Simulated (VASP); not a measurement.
# Sn (Im-3m) in VASP: further runs, part 3 of 3

VASP 6.6.1.

**4. Single point, PBE**

This run uses another cell than the first one: it holds 3 atoms, not 1.

Contents of INCAR:

```
PREC = Accurate
ENCUT = 520
EDIFF = 1E-6
ISMEAR = -1
SIGMA = 0.1
LREAL = F
LASPH = T
NELM = 100
ALGO = Normal
ISIF = 2
LWAVE = F
LCHARG = T
GGA = PE
LELF = T
LVHAR = T
NBANDS = 28
```

Contents of KPOINTS:

```
regular mesh
0
Gamma
  7 7 10
```

Contents of POSCAR:

```
Sn
1.0
    0.0000000000      3.8138074964     -3.8138074964
   -3.8138074964      0.0000000000      3.8138074964
    1.9069037482      1.9069037482      1.9069037482
Sn
3
Direct
    0.0000000000      0.0000000000      0.0000000000
    0.3333333330      0.6666666670      0.3333333330
    0.6666666670      0.3333333330      0.6666666670
```

Potentials or basis: VASP PAW PBE potentials, release 64 (Sn_d).

Command:

```
$ cat potpaw_PBE.64/Sn_d/POTCAR > POTCAR
$ mpirun -np 1 vasp_std > vasp.out
```

OUTCAR:

```text
PREC = Accurate
   ENCUT = 520
   EDIFF = 1E-6
   ISMEAR = -1
   LREAL = F
   LASPH = T
   NELM = 100
   ISIF = 2
   GGA = PE

 ion  position               nearest neighbor table
   1  0.000  0.000  0.000-   2 3.30   3 3.30   3 3.30   2 3.30   3 3.30   2 3.30
   2  0.333  0.667  0.333-   1 3.30   3 3.30   3 3.30   1 3.30   1 3.30   3 3.30
   3  0.667  0.333  0.667-   1 3.30   2 3.30   2 3.30   1 3.30   1 3.30   2 3.30

  LATTYP: Found a hexagonal cell.
 ALAT       =     5.3935382857
 C/A-ratio  =     0.6123724357

  Lattice vectors:

 A1 = (   0.0000000000,   3.8138074964,  -3.8138074964)
 A2 = (  -3.8138074964,   0.0000000000,   3.8138074964)
 A3 = (   1.9069037482,   1.9069037482,   1.9069037482)

Analysis of symmetry for initial positions (statically):
=====================================================================
 Subroutine PRICEL returns following result:

  LATTYP: Found a body centered cubic cell.
 ALAT       =     3.8138074939

  Lattice vectors:

 A1 = (  -1.9069037520,   1.9069037444,  -1.9069037444)
 A2 = (  -1.9069037463,  -1.9069037463,   1.9069037463)
 A3 = (   1.9069037482,   1.9069037482,   1.9069037482)

   3 primitive cells build up your supercell.

 Routine SETGRP: Setting up the symmetry group for a
 hexagonal supercell.

 Subroutine GETGRP returns: Found 12 space group operations
 (whereof 12 operations were pure point group operations)
 out of a pool of 24 trial point group operations.

The static configuration has the point symmetry D_3d.

Analysis of symmetry for dynamics (positions and initial velocities):
=====================================================================
 Subroutine PRICEL returns following result:

  LATTYP: Found a body centered cubic cell.
 ALAT       =     3.8138074939

  Lattice vectors:

 A1 = (  -1.9069037520,   1.9069037444,  -1.9069037444)
 A2 = (  -1.9069037463,  -1.9069037463,   1.9069037463)
 A3 = (   1.9069037482,   1.9069037482,   1.9069037482)

   3 primitive cells build up your supercell.

 Routine SETGRP: Setting up the symmetry group for a
 hexagonal supercell.

 Subroutine GETGRP returns: Found 12 space group operations
 (whereof 12 operations were pure point group operations)
 out of a pool of 24 trial point group operations.

The dynamic configuration has the point symmetry D_3d.

 Subroutine INISYM returns: Found 12 space group operations
 (whereof 12 operations are pure point group operations),
 and found     3 'primitive' translations

----------------------------------------------------------------------------------------

                                     Primitive cell

  volume of cell :      27.7362

  direct lattice vectors                    reciprocal lattice vectors
    -1.906903752  1.906903744 -1.906903744    -0.262205159  0.262205159  0.000000000
    -1.906903746 -1.906903746  1.906903746    -0.262205158 -0.000000001  0.262205159
     1.906903748  1.906903748  1.906903748     0.000000000  0.262205159  0.262205159

  length of vectors
     3.302854175  3.302854174  3.302854177     0.370814092  0.370814092  0.370814092

  position of ions in fractional coordinates (direct lattice)
     0.000000000  0.000000000  0.000000000

  ion indices of the primitive-cell ions
   primitive index   ion index
                 1           1

----------------------------------------------------------------------------------------

 KPOINTS: regular mesh

Automatic generation of k-mesh.
 Grid dimensions read from file:
 generate k-points for:    7    7   10

 Generating k-lattice:

  Cartesian coordinates                     Fractional coordinates (reciprocal lattice)
    -0.012485960  0.024971920 -0.012485960     0.142857143  0.000000000  0.000000000
    -0.024971920  0.012485960  0.012485960     0.000000000  0.142857143  0.000000000
     0.017480344  0.017480344  0.017480344     0.000000000  0.000000000  0.100000000

  Length of vectors
     0.030584231  0.030584231  0.030276844

  Shift w.r.t. Gamma in fractional coordinates (k-lattice)
     0.000000000  0.000000000  0.000000000

 Subroutine IBZKPT returns following result:
 ===========================================

 Found     64 irreducible k-points:

 Following reciprocal coordinates:
            Coordinates               Weight
  0.000000  0.000000  0.000000      1.000000
  0.142857  0.000000  0.000000      6.000000
  0.285714  0.000000  0.000000      6.000000
  0.428571  0.000000  0.000000      6.000000
  0.142857  0.142857  0.000000      6.000000
  0.285714  0.142857  0.000000     12.000000
[... 16 lines left out ...]
  0.000000  0.142857  0.200000      6.000000
  0.285714  0.000000  0.200000      6.000000
 [... further k-points ...]
   k-points           NKPTS =     64   k-points in BZ     NKDIM =     64   number of bands    NBANDS=     28
   number of dos      NEDOS =    301   number of ions     NIONS =      3
   total plane-waves  NPLWV =  44800
   dimension x,y,z NGX =    40 NGY =   40 NGZ =   28
   dimension x,y,z NGXF=    80 NGYF=   80 NGZF=   56
   ions per type =               3
   NGX,Y,Z   is equivalent  to a cutoff of  12.33, 12.33, 14.09 a.u.
   NGXF,Y,Z  is equivalent  to a cutoff of  24.66, 24.66, 28.19 a.u.
 SYSTEM =  unknown system
   PREC   = accura    normal or accurate (medium, high low for compatibility)
   ISTART =      0    job   : 0-new  1-cont  2-samecut
   ICHARG =      2    charge: 1-file 2-atom 10-const
   ISPIN  =      1    spin polarized calculation?
   LNONCOLLINEAR =      F non collinear calculations
   LSORBIT =      F    spin-orbit coupling
   LASPH  =      T    aspherical Exc in radial PAW
   ENCUT  =  520.0 eV  38.22 Ry    6.18 a.u.  10.03 10.03  6.14*2*pi/ulx,y,z
   NELM   =    100;   NELMIN=  2; NELMDL= -5     # of ELM steps
   EDIFF  = 0.1E-05   stopping-criterion for ELM
   LREAL  =      F    real-space projection
   EDIFFG = 0.1E-04   stopping-criterion for IOM
   NSW    =      0    number of steps for IOM
   IBRION =     -1    ionic relax: 0-MD 1-quasi-New 2-CG
   NFREE  =      0    steps in history (QN), initial steepest desc. (CG)
   ISIF   =      2    stress and relaxation
   ISYM   =      2    0-nonsym 1-usesym 2-fastsym
   POTIM  = 0.5000    time-step for ionic-motion
   TEBEG  =    0.0;   TEEND  =   0.0 temperature during run
   PSTRESS=    0.0 pullay stress
   NELECT =      42.0000    total number of electrons
   NUPDOWN=      -1.0000    fix difference up-down
   EMIN   =  10.00;   EMAX   =-10.00  energy-range for DOS
   EFERMI =   0.00;   METHOD = LEGACY
   ISMEAR =    -1;   SIGMA  =   0.10  broadening in eV -4-tet -1-fermi 0-gaus
   EFERMI_NEDOS =   21; number of points for ismear=-14 and -15
   IALGO  =     38    algorithm
   IMIX   =      4    mixing-type and parameters
     AMIX     =   0.40;   BMIX     =  1.00
     AMIX_MAG =   1.60;   BMIX_MAG =  1.00
  volume/ion in A,a.u.               =      27.74       187.17
  Fermi-wavevector in a.u.,A,eV,Ry     =   1.303473  2.463207 23.116872  1.699042
  Thomas-Fermi vector in A             =   2.434473
   LORBIT       =      0    0 simple, 1 ext, 2 COOP (PROOUT), +10 PAW based schemes
   GGA     = PE    functional components
   LHFCALC =     F    Hartree Fock is set to
   AEXX    =    0.0000 exact exchange contribution
   IVDW    =     0    specifies the selected vdW correction
   LEPSILON=     F    determine dielectric tensor
   LRPA    =     F    only Hartree local field effects (RPA)
 non-spin polarized calculation
  energy-cutoff  :      520.00
  volume of cell :       83.21
 maximum number of plane-waves:      2263
   NGX = 21   NGY = 21   NGZ = 13

 number of electron      42.0000006 magnetization

 Free energy of the ion-electron system (eV)
  ---------------------------------------------------
  ext. energy  EPLUGINS =         0.00000000
  ---------------------------------------------------
  free energy    TOTEN  =       -11.35761222 eV

  energy without entropy =      -11.30195973  energy(sigma->0) =      -11.32978598

 E-fermi :   7.9334     XC(G=0): -10.2735

 val. band max:        7.9146877067   @ k =  -0.1429   0.4286   0.2000
 cond. band min:       7.9459501404   @ k =   0.4286   0.0000   0.1000
 fundamental gap:      0.0312624337
 Fermi energy:         7.9334329843

 k-point     1 :       0.0000    0.0000    0.0000
  band No.  band energies     occupation
      1     -13.7154      2.00000
      2     -13.7154      2.00000
      3     -13.7098      2.00000
      4     -13.7098      2.00000
      5     -13.7053      2.00000
      6     -13.6249      2.00000
[... 20 lines left out ...]
     27      15.6326      0.00000
[... 691 lines left out ...]
      6     -13.6672      2.00000
[... 20 lines left out ...]
     27      12.9767      0.00000
     28      15.9254      0.00000

 [... further k-points ...]
[... 5 lines left out ...]
  --------------------------------------------------------------------------------------
  -------------------------------------------------------------------------------------
  Total       -0.1416780     -0.1416780     -0.1416780      0.3814838      0.3814838      0.3814838
  in kB       -2.7280067     -2.7280067     -2.7280067      7.3454622      7.3454622      7.3454622
  external PRESSURE =      -2.7280067 kB  Pullay stress =       0.0000000 kB

 VOLUME and BASIS-vectors are now :
 -----------------------------------------------------------------------------
  energy-cutoff  :      520.00
  volume of cell :       83.21
      direct lattice vectors                 reciprocal lattice vectors
     0.000000000  3.813807496 -3.813807496    -0.087401720  0.174803439 -0.087401720
    -3.813807496  0.000000000  3.813807496    -0.174803439  0.087401720  0.087401720
     1.906903748  1.906903748  1.906903748     0.174803439  0.174803439  0.174803439

 POSITION                                       TOTAL-FORCE (eV/Angst)
 -----------------------------------------------------------------------------------
      0.00000      0.00000      0.00000         0.000000      0.000000      0.000000
     -1.90690      1.90690      1.90690         0.000000      0.000000     -0.000000
      0.00000      3.81381     -0.00000        -0.000000     -0.000000     -0.000000
 -----------------------------------------------------------------------------------
    total drift:                                0.000000      0.000000      0.000000

  FREE ENERGIE OF THE ION-ELECTRON SYSTEM (eV)
  ---------------------------------------------------
  free  energy   TOTEN  =       -11.3576122240 eV

  energy  without entropy=      -11.3019597305  energy(sigma->0) =      -11.32978598
```

stdout:

```text
POSCAR found type information on POSCAR Sn
 POSCAR found :  1 types and       3 ions
 scaLAPACK will be used
 LDA part: xc-table for (Slater+PW92), standard interpolation
 POSCAR, INCAR and KPOINTS ok, starting setup
 FFT: planning ... GRIDC
 FFT: planning ... GRID_SOFT
 FFT: planning ... GRID
 WAVECAR not read
 entering main loop
```

Wall time 1.9 min (1 thread of Intel Xeon Platinum 8488C (Sapphire Rapids), shared host); peak memory 0.26 GiB.

The run converged, but its numbers aren't listed here, since they failed a check.

Caveat: spin-orbit coupling is left out, which moves the levels of the heavy elements.
